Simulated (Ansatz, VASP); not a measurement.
**Two plane-wave programs on Ni**

INCAR

```
SYSTEM = Ni
  PREC = Accurate
  ENCUT = 520
  EDIFF = 1E-6
  ISMEAR = 0
  SIGMA = 0.05
  LREAL = .False.
  LASPH = .True.
  NELM = 150
  ALGO = Fast
  ISIF = 2
  LWAVE = .False.
  LCHARG = .False.
  ISPIN = 2
  MAGMOM = 0.7
  LORBIT = 11
  LMAXMIX = 4
  GGA = PE
  NBANDS = 15
```

The input KPOINTS:

```
regular mesh
0
Gamma
  16 16 16
  0 0 0
```

The input POSCAR:

```
Ni
1.0
    0.0000000000      1.7600025826      1.7600025826
    1.7600025826      0.0000000000      1.7600025826
    1.7600025826      1.7600025826      0.0000000000
Ni
1
Direct
    0.0000000000      0.0000000000      0.0000000000
```

Input for Ansatz:

```yaml
crystal:
  lattice:
    - [0.0, 1.7600025826, 1.7600025826]
    - [1.7600025826, 0.0, 1.7600025826]
    - [1.7600025826, 1.7600025826, 0.0]
  atoms:
    - { symbol: Ni, position: [0.0, 0.0, 0.0], spin: 0.7 }
basis:
  ecutwfc: 420
  ecutrho_ratio: 4
kpoints:
  mp_grid: { grid: [16, 16, 16] }
hamiltonian:
  xc: pbe
scf:
  occupations: { method: gaussian, width: 0.05 }
  lower_state_search: "off"
output:
  forces: true
  stress: true
  eigenvalues: true
  populations: true
  eigenstates:
    nscf_kmesh: { grid: [30, 30, 30] }
    de_dk: true
    e_range: [-2.5, 2.5]
  write_density: true
  write_potential: true
  elf: true
  volumetric_format: npy
magnetization:
  spin_polarized: true
checkpoint:
  read: start.run
  write: ck
  compress: false
  write_wavefunctions: false
  write_every: 100000
```

Alike in both runs: task single point; functional PBE; k mesh 16 × 16 × 16; occupations gaussian, width 0.05 eV; collinear spin.

|  | VASP | Ansatz |
| --- | --- | --- |
| version | VASP 6.6.1 | Ansatz 0.2.0 |
| potentials or method | VASP PAW PBE potentials, release 64 (Ni), cutoff 520 eV | scalar-relativistic, plane waves, PAW |
| valence electrons in the cell | 10 | 18 |

|  | VASP | Ansatz | Ansatz less VASP |
| --- | --- | --- | --- |
| gap on the k mesh at the Fermi level (eV) | none | none | - |
| pressure (GPa) | -0.7 | -0.5 | +0.20 |
| net moment per atom (μB) | 0.60 | 0.60 | +0.004 |
| size of the moment on the site where the two differ most (μB) | 0.61 | 0.64 | +0.031 |

Site moments also hang on the region over which each program counts them. A gap of «none» marks a metal or a gap that the smearing closes. The functional is the same, so the differences come from potentials, cutoffs and numerics. VASP's potentials hold 10 valence electrons a cell and Ansatz's 18, so a difference there can come from the potentials and not from the codes.
